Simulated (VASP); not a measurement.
# Rh (P6_3/mmc) in VASP: a series of runs

The runs below take Rh through single point, relaxation of cell and atoms, with revPBE.

Everything below comes from runs of VASP 6.6.1. Logs are shortened: lines on timing, memory, paths and dates and some standing lists are left out, and cuts for length are marked.

## Step 1: The cell of the first run

The structure is hexagonal, space group P6_3/mmc (No. 194). Conventional cell: a = 2.843 Å, b = 2.843 Å, c = 4.581 Å, α = 90.00°, β = 90.00°, γ = 120.00°. Within 3.7 Å of Rh (site symmetry -6m2) lie 12 Rh at 2.82 to 2.84 Å.

## Step 2: Single point, revPBE (volume scaled by 1.12)

File INCAR:

```
SYSTEM = Rh
PREC = Accurate ; ENCUT = 520
EDIFF = 1E-6 ; ISMEAR = -1
SIGMA = 0.1 ; LREAL = .FALSE.
LASPH = .TRUE. ; NELM = 80
ALGO = Normal ; ISIF = 2
LWAVE = .FALSE. ; LCHARG = .FALSE.
GGA = RE ; NBANDS = 22
```

File KPOINTS:

```
Automatic mesh
0
G
  15 15 8
  0 0 0
```

File POSCAR:

```
Rh
1.0
    2.8432511215      0.0000000000      0.0000000000
   -1.4216255607      2.4623277006      0.0000000000
    0.0000000000      0.0000000000      4.5807170230
Rh
2
Direct
    0.3333333333      0.6666666667      0.2500000000
    0.6666666667      0.3333333333      0.7500000000
```

Potentials or basis: VASP PAW PBE potentials, release 64 (Rh_pv).

The run is started by

```
$ cat potpaw_PBE.64/Rh_pv/POTCAR > POTCAR
$ mpirun -np 1 vasp_std > vasp.out
```

OUTCAR:

```text
SYSTEM = Rh
   PREC = Accurate
   ENCUT = 520
   EDIFF = 1E-6
   ISMEAR = -1
   LREAL = .FALSE.
   LASPH = .TRUE.
   NELM = 80
   ISIF = 2
   GGA = RE

 ion  position               nearest neighbor table
   1  0.333  0.667  0.250-   2 2.82   2 2.82   2 2.82   2 2.82   2 2.82   2 2.82
   2  0.667  0.333  0.750-   1 2.82   1 2.82   1 2.82   1 2.82   1 2.82   1 2.82

  LATTYP: Found a hexagonal cell.
 ALAT       =     2.8432511215
 C/A-ratio  =     1.6110842227

  Lattice vectors:

 A1 = (   2.8432511215,   0.0000000000,   0.0000000000)
 A2 = (  -1.4216255607,   2.4623277006,   0.0000000000)
 A3 = (   0.0000000000,   0.0000000000,   4.5807170230)

Analysis of symmetry for initial positions (statically):
=====================================================================
 Subroutine PRICEL returns:
 Original cell was already a primitive cell.

 Routine SETGRP: Setting up the symmetry group for a
 hexagonal supercell.

 Subroutine GETGRP returns: Found 24 space group operations
 (whereof 12 operations were pure point group operations)
 out of a pool of 24 trial point group operations.

The static configuration has the point symmetry D_3d.
 The point group associated with its full space group is D_6h.

Analysis of symmetry for dynamics (positions and initial velocities):
=====================================================================
 Subroutine PRICEL returns:
 Original cell was already a primitive cell.

 Routine SETGRP: Setting up the symmetry group for a
 hexagonal supercell.

 Subroutine GETGRP returns: Found 24 space group operations
 (whereof 12 operations were pure point group operations)
 out of a pool of 24 trial point group operations.

The dynamic configuration has the point symmetry D_3d.
 The point group associated with its full space group is D_6h.

 Subroutine INISYM returns: Found 24 space group operations
 (whereof 12 operations are pure point group operations),
 and found     1 'primitive' translations

----------------------------------------------------------------------------------------

                                     Primitive cell

  volume of cell :      32.0697

  direct lattice vectors                    reciprocal lattice vectors
     2.843251121  0.000000000  0.000000000     0.351710052  0.203059893  0.000000000
    -1.421625561  2.462327701  0.000000000     0.000000000  0.406119786  0.000000000
     0.000000000  0.000000000  4.580717023     0.000000000  0.000000000  0.218306434

  length of vectors
     2.843251121  2.843251122  4.580717023     0.406119786  0.406119786  0.218306434

  position of ions in fractional coordinates (direct lattice)
     0.333333333  0.666666667  0.250000000
     0.666666667  0.333333333  0.750000000

  ion indices of the primitive-cell ions
   primitive index   ion index
                 1           1
                 2           2

----------------------------------------------------------------------------------------

 KPOINTS: Automatic mesh

Automatic generation of k-mesh.
 Grid dimensions read from file:
 generate k-points for:   15   15    8

 Generating k-lattice:

  Cartesian coordinates                     Fractional coordinates (reciprocal lattice)
     0.023447337  0.013537326  0.000000000     0.066666667  0.000000000  0.000000000
     0.000000000  0.027074652  0.000000000     0.000000000  0.066666667  0.000000000
     0.000000000  0.000000000  0.027288304     0.000000000  0.000000000  0.125000000

  Length of vectors
     0.027074652  0.027074652  0.027288304

  Shift w.r.t. Gamma in fractional coordinates (k-lattice)
     0.000000000  0.000000000  0.000000000

 Subroutine IBZKPT returns following result:
 ===========================================

 Found    135 irreducible k-points:

 Following reciprocal coordinates:
            Coordinates               Weight
  0.000000  0.000000  0.000000      1.000000
  0.066667  0.000000  0.000000      6.000000
  0.133333  0.000000  0.000000      6.000000
  0.200000  0.000000  0.000000      6.000000
  0.266667  0.000000  0.000000      6.000000
  0.333333  0.000000  0.000000      6.000000
[... 16 lines left out ...]
  0.333333  0.200000  0.000000     12.000000
  0.400000  0.200000  0.000000      6.000000
 [... further k-points ...]
   k-points           NKPTS =    135   k-points in BZ     NKDIM =    135   number of bands    NBANDS=     22
   number of dos      NEDOS =    301   number of ions     NIONS =      2
   total plane-waves  NPLWV =  20736
   dimension x,y,z NGX =    24 NGY =   24 NGZ =   36
   dimension x,y,z NGXF=    48 NGYF=   48 NGZF=   72
   ions per type =               2
   NGX,Y,Z   is equivalent  to a cutoff of  14.03, 14.03, 13.07 a.u.
   NGXF,Y,Z  is equivalent  to a cutoff of  28.07, 28.07, 26.13 a.u.
 SYSTEM =  Rh
   PREC   = accura    normal or accurate (medium, high low for compatibility)
   ISTART =      0    job   : 0-new  1-cont  2-samecut
   ICHARG =      2    charge: 1-file 2-atom 10-const
   ISPIN  =      1    spin polarized calculation?
   LNONCOLLINEAR =      F non collinear calculations
   LSORBIT =      F    spin-orbit coupling
   LASPH  =      T    aspherical Exc in radial PAW
   ENCUT  =  520.0 eV  38.22 Ry    6.18 a.u.   5.29  5.29  8.52*2*pi/ulx,y,z
   NELM   =     80;   NELMIN=  2; NELMDL= -5     # of ELM steps
   EDIFF  = 0.1E-05   stopping-criterion for ELM
   LREAL  =      F    real-space projection
   EDIFFG = 0.1E-04   stopping-criterion for IOM
   NSW    =      0    number of steps for IOM
   IBRION =     -1    ionic relax: 0-MD 1-quasi-New 2-CG
   NFREE  =      0    steps in history (QN), initial steepest desc. (CG)
   ISIF   =      2    stress and relaxation
   ISYM   =      2    0-nonsym 1-usesym 2-fastsym
   POTIM  = 0.5000    time-step for ionic-motion
   TEBEG  =    0.0;   TEEND  =   0.0 temperature during run
   PSTRESS=    0.0 pullay stress
   NELECT =      30.0000    total number of electrons
   NUPDOWN=      -1.0000    fix difference up-down
   EMIN   =  10.00;   EMAX   =-10.00  energy-range for DOS
   EFERMI =   0.00;   METHOD = LEGACY
   ISMEAR =    -1;   SIGMA  =   0.10  broadening in eV -4-tet -1-fermi 0-gaus
   EFERMI_NEDOS =   21; number of points for ismear=-14 and -15
   IALGO  =     38    algorithm
   IMIX   =      4    mixing-type and parameters
     AMIX     =   0.40;   BMIX     =  1.00
     AMIX_MAG =   1.60;   BMIX_MAG =  1.00
  volume/ion in A,a.u.               =      16.03       108.21
  Fermi-wavevector in a.u.,A,eV,Ry     =   1.601095  3.025631 34.878601  2.563505
  Thomas-Fermi vector in A             =   2.698127
   LORBIT       =      0    0 simple, 1 ext, 2 COOP (PROOUT), +10 PAW based schemes
   GGA     = RE    functional components
   LHFCALC =     F    Hartree Fock is set to
   AEXX    =    0.0000 exact exchange contribution
   IVDW    =     0    specifies the selected vdW correction
   LEPSILON=     F    determine dielectric tensor
   LRPA    =     F    only Hartree local field effects (RPA)
 non-spin polarized calculation
  energy-cutoff  :      520.00
  volume of cell :       32.07
 maximum number of plane-waves:       885
 NGX is ok and might be reduce to    24
   NGX = 11   NGY = 11   NGZ = 17

 number of electron      29.9999998 magnetization

 Free energy of the ion-electron system (eV)
  ---------------------------------------------------
  ext. energy  EPLUGINS =         0.00000000
  ---------------------------------------------------
  free energy    TOTEN  =       -13.24749130 eV

  energy without entropy =      -13.10514060  energy(sigma->0) =      -13.17631595

 E-fermi :   9.4225     XC(G=0): -12.9807

 val. band max:        9.4106433977   @ k =   0.1333   0.0000   0.5000
 cond. band min:       9.4264049518   @ k =   0.4000   0.2000   0.2500
 fundamental gap:      0.0157615540
 Fermi energy:         9.4225006383

 k-point     1 :       0.0000    0.0000    0.0000
  band No.  band energies     occupation
      1     -37.1819      2.00000
      2     -36.7940      2.00000
      3     -36.7940      2.00000
      4     -36.7425      2.00000
      5     -36.7284      2.00000
      6     -36.7284      2.00000
[... 14 lines left out ...]
     21      27.3787      0.00000
     22      27.7397      0.00000

 k-point     2 :       0.0667    0.0000    0.0000
  band No.  band energies     occupation
      1     -37.1759      2.00000
      2     -36.8072      2.00000
      3     -36.7984      2.00000
      4     -36.7451      2.00000
      5     -36.7423      2.00000
      6     -36.7307      2.00000
[... 14 lines left out ...]
     21      27.5204      0.00000
     22      27.6425      0.00000

 k-point     3 :       0.1333    0.0000    0.0000
  band No.  band energies     occupation
      1     -37.1585      2.00000
      2     -36.8447      2.00000
      3     -36.8106      2.00000
      4     -36.7810      2.00000
      5     -36.7530      2.00000
      6     -36.7370      2.00000
[... 14 lines left out ...]
     21      27.0394      0.00000
     22      27.6879      0.00000

 k-point     4 :       0.2000    0.0000    0.0000
  band No.  band energies     occupation
      1     -37.1314      2.00000
      2     -36.8999      2.00000
      3     -36.8373      2.00000
      4     -36.8281      2.00000
      5     -36.7662      2.00000
      6     -36.7467      2.00000
[... 14 lines left out ...]
     21      26.0985      0.00000
     22      27.2674      0.00000

 k-point     5 :       0.2667    0.0000    0.0000
  band No.  band energies     occupation
      1     -37.0970      2.00000
      2     -36.9637      2.00000
      3     -36.9008      2.00000
      4     -36.8478      2.00000
      5     -36.7846      2.00000
      6     -36.7583      2.00000
[... 14 lines left out ...]
     21      24.6021      0.00000
     22      25.9215      0.00000

 k-point     6 :       0.3333    0.0000    0.0000
  band No.  band energies     occupation
      1     -37.0592      2.00000
      2     -37.0248      2.00000
      3     -36.9606      2.00000
      4     -36.8663      2.00000
      5     -36.8070      2.00000
      6     -36.7697      2.00000
[... 14 lines left out ...]
     21      23.2931      0.00000
     22      24.7266      0.00000

 k-point     7 :       0.4000    0.0000    0.0000
  band No.  band energies     occupation
      1     -37.0726      2.00000
      2     -37.0232      2.00000
      3     -37.0065      2.00000
      4     -36.8805      2.00000
      5     -36.8310      2.00000
      6     -36.7787      2.00000
[... 324 lines left out ...]
      6     -36.8176      2.00000
[... 14 lines left out ...]
     21      19.8139      0.00000
     22      22.5788      0.00000

 k-point    21 :       0.2000    0.2000    0.0000
  band No.  band energies     occupation
      1     -37.0491      2.00000
      2     -36.9902      2.00000
      3     -36.9876      2.00000
      4     -36.8711      2.00000
      5     -36.8134      2.00000
      6     -36.8098      2.00000
[... 14 lines left out ...]
     21      20.1738      0.00000
     22      25.1194      0.00000

 k-point    22 :       0.2667    0.2000    0.0000
  band No.  band energies     occupation
      1     -37.0323      2.00000
      2     -37.0132      2.00000
      3     -37.0020      2.00000
      4     -36.9017      2.00000
      5     -36.8380      2.00000
      6     -36.8337      2.00000
[... 14 lines left out ...]
     21      19.1079      0.00000
     22      24.4624      0.00000

 k-point    23 :       0.3333    0.2000    0.0000
  band No.  band energies     occupation
      1     -37.0602      2.00000
      2     -37.0047      2.00000
      3     -36.9806      2.00000
      4     -36.9309      2.00000
      5     -36.8629      2.00000
      6     -36.8491      2.00000
[... 14 lines left out ...]
     21      19.8506      0.00000
     22      23.4387      0.00000

 k-point    24 :       0.4000    0.2000    0.0000
  band No.  band energies     occupation
      1     -37.0699      2.00000
      2     -37.0029      2.00000
      3     -36.9648      2.00000
      4     -36.9443      2.00000
      5     -36.8759      2.00000
      6     -36.8544      2.00000
[... 14 lines left out ...]
     21      20.5359      0.00000
     22      22.4648      0.00000

 [... further k-points ...]
[... 5 lines left out ...]
  --------------------------------------------------------------------------------------
  -------------------------------------------------------------------------------------
  Total       -3.9304720     -3.9304720     -4.0950154     -0.0000000      0.0000000      0.0000000
  in kB     -196.3634974   -196.3634974   -204.5839649     -0.0000000      0.0000000      0.0000000
  external PRESSURE =    -199.1036532 kB  Pullay stress =       0.0000000 kB

 VOLUME and BASIS-vectors are now :
 -----------------------------------------------------------------------------
  energy-cutoff  :      520.00
  volume of cell :       32.07
      direct lattice vectors                 reciprocal lattice vectors
     2.843251121  0.000000000  0.000000000     0.351710052  0.203059893  0.000000000
    -1.421625561  2.462327701  0.000000000     0.000000000  0.406119786  0.000000000
     0.000000000  0.000000000  4.580717023     0.000000000  0.000000000  0.218306434

 POSITION                                       TOTAL-FORCE (eV/Angst)
 -----------------------------------------------------------------------------------
     -0.00000      1.64155      1.14518        -0.000000      0.000000      0.000000
      1.42163      0.82078      3.43554         0.000000     -0.000000      0.000000
 -----------------------------------------------------------------------------------
    total drift:                               -0.000000      0.000000     -0.000000

  FREE ENERGIE OF THE ION-ELECTRON SYSTEM (eV)
  ---------------------------------------------------
  free  energy   TOTEN  =       -13.2474913008 eV

  energy  without entropy=      -13.1051406033  energy(sigma->0) =      -13.17631595
```

Wall time 26 s (1 thread of Intel Xeon 6975P-C (Granite Rapids), shared host); peak memory 0.2 GiB.

What came out:

```
Free energy            : -13.2475 eV
Pressure               : -19.9 GPa
Band gap on the k mesh : zero (band 15 reaches 9.91 eV, above the bottom of band 16 at 8.12 eV)
```

Stress tensor (GPa, compression positive):
```
-19.64   0.00   0.00
  0.00 -19.64   0.00
  0.00   0.00 -20.46
```

Levels at points of the mesh, in eV from the Fermi level:
| k point | band 13 | band 14 | band 15 | band 16 | band 17 | band 18 |
| --- | --- | --- | --- | --- | --- | --- |
| (0.00, 0.00, 0.00) | -1.94 | -1.50 | -1.50 | 0.12 | 0.12 | 1.00 |
| (0.00, 0.00, 0.50) | -2.45 | -2.45 | -0.34 | -0.34 | -0.34 | -0.34 |

Caveat: the cell differs from its parent crystal (volume scaled by 1.12); the PAW data sets were made with another functional, which shifts forces and pressure a little.

## Step 3: Relaxation of cell and atoms, revPBE

This run uses another cell than the first one, of 13.75 Å³/atom, 0.858 times its volume.

File INCAR:

```
SYSTEM = Rh
PREC = Accurate
ENCUT = 600
EDIFF = 1E-6
ISMEAR = -1
SIGMA = 0.1
LREAL = .False.
LASPH = .True.
NELM = 80
ALGO = Normal
ISIF = 3
LWAVE = .False.
LCHARG = .False.
GGA = RE
IBRION = 2
NSW = 80
EDIFFG = -0.01
```

File KPOINTS:

```
Automatic mesh
0
Gamma
  13 13 7
  0 0 0
```

File POSCAR:

```
Rh
1.0
    2.6891940459      0.0000000000      0.0000000000
   -1.3445970229      2.3289103594      0.0000000000
    0.0000000000      0.0000000000      4.3914538769
Rh
2
Direct
    0.3333333333      0.6666666667      0.2500000000
    0.6666666667      0.3333333333      0.7500000000
```

Potentials or basis: VASP PAW PBE potentials, release 64 (Rh_pv).

The run is started by

```
$ cat potpaw_PBE.64/Rh_pv/POTCAR > POTCAR
$ mpirun -np 1 vasp_std > vasp.out
```

Wall time 99 s (1 thread of Intel Xeon 6975P-C (Granite Rapids), shared host); peak memory 0.19 GiB.

It converged, with:

| Quantity | Value |
| --- | --- |
| Free energy | -13.4843 eV |
| Relaxed volume | 14.31 Å³/atom |
| Relaxed cell | a = 2.737 Å, b = 2.737 Å, c = 4.411 Å, α = 90.00°, β = 90.00°, γ = 120.00° |
| Space group after relaxing (to 0.05 Å) | P6_3/mmc (No. 194) |
| Energy gained by relaxing | 19.0 meV/atom |
| Ionic steps | 13 |
| Pressure after relaxing | 0.0 GPa |
| Band gap on the k mesh | zero (band 15 reaches 11.92 eV, above the bottom of band 16 at 9.74 eV) |

The path:
```tsv
step	energy change (eV)	largest force (eV/Å)	pressure (GPa)	volume (Å³)
1	0.0000	0.0000	10.55	27.50
2	0.1122	0.0000	-16.57	31.27
3	-0.0367	0.0000	-0.41	28.68
4	-0.0368	0.0000	-0.17	28.65
5	-0.0367	0.0000	0.01	28.62
6	-0.0379	0.0000	0.16	28.61
7	-0.0379	0.0000	0.16	28.61
8	-0.0379	0.0000	0.22	28.60
9	-0.0379	0.0000	0.18	28.61
10	-0.0379	0.0000	0.19	28.61
11	-0.0379	0.0000	0.18	28.61
12	-0.0379	0.0000	-0.37	28.67
13	-0.0379	0.0000	0.02	28.63
```

Final structure:
```
Rh
1.0
     2.73746    0.00000    0.00000
    -1.36873    2.37071    0.00000
     0.00000    0.00000    4.41145
Rh
2
Direct
  0.33333 0.66667 0.25000
  0.66667 0.33333 0.75000
```

Levels at points of the mesh, in eV from the Fermi level:
```tsv
k point	band 11	band 12	band 13	band 14	band 15	band 16	band 17	band 18	band 19
(0.00, 0.00, 0.00)	-2.84	-2.35	-2.35	-1.82	-1.82	0.12	0.12	0.82	8.31
```

Caveat: the PAW data sets were made with another functional, which shifts forces and pressure a little.

(Part 1 of 2 ends here.)
